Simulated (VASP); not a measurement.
Write the native input for VASP 6.6.1 that does the following.

```
Task                   : single point
Functional             : PBEsol
Potentials or basis    : VASP PAW PBE potentials, release 64 (Te, Mo_sv)
Cutoff                 : 520 eV
k mesh                 : 9 × 9 × 2
Occupations            : fermi-dirac, width 0.05 eV
Spin                   : no spin polarisation
Dipole correction      : no
Further INCAR settings : ALGO = Normal; EDIFF = 1e-06; NBANDS = 35
```

The structure of Te2Mo lies in POSCAR:

```
Te2Mo
1.0
    3.6302210686      0.0000000000      0.0000000000
   -1.8151105343      3.1438636667      0.0000000000
    0.0000000000      0.0000000000     25.2978812835
Te Mo
4 2
Direct
    0.3333333333      0.6666666667      0.2236394800
    0.6666666667      0.3333333333      0.9206288600
    0.6666666667      0.3333333333      0.7763605200
    0.3333333333      0.6666666667      0.0793711400
    0.6666666667      0.3333333333      0.1515414900
    0.3333333333      0.6666666667      0.8484585100
```

This cell differs from its parent crystal: volume scaled by 1.06.

The input as run:

INCAR

```
SYSTEM = Te2Mo
PREC = Accurate
ENCUT = 520
EDIFF = 1E-6
ISMEAR = -1
SIGMA = 0.05
LREAL = .False.
LASPH = .True.
NELM = 100
ALGO = Normal
ISIF = 2
LWAVE = .False.
LCHARG = .False.
GGA = PS
NBANDS = 35
```

KPOINTS

```
Automatic mesh
0
Gamma
  9 9 2
  0 0 0
```

Potentials or basis: VASP PAW PBE potentials, release 64 (Te, Mo_sv).

Command:

```console
$ cat potpaw_PBE.64/Te/POTCAR potpaw_PBE.64/Mo_sv/POTCAR > POTCAR
$ mpirun -np 1 vasp_std > vasp.out
```

Results of the run:

The largest force is 0.885 eV/Å and the band gap on the k mesh is 0.94 eV, direct.

Caveat: the PAW data sets were made with another functional, which shifts forces and pressure a little; spin-orbit coupling is left out, which moves the levels of the heavy elements.

It took 11 min on 1 thread of Intel Xeon 8259CL (shared host), peak memory 0.52 GiB.
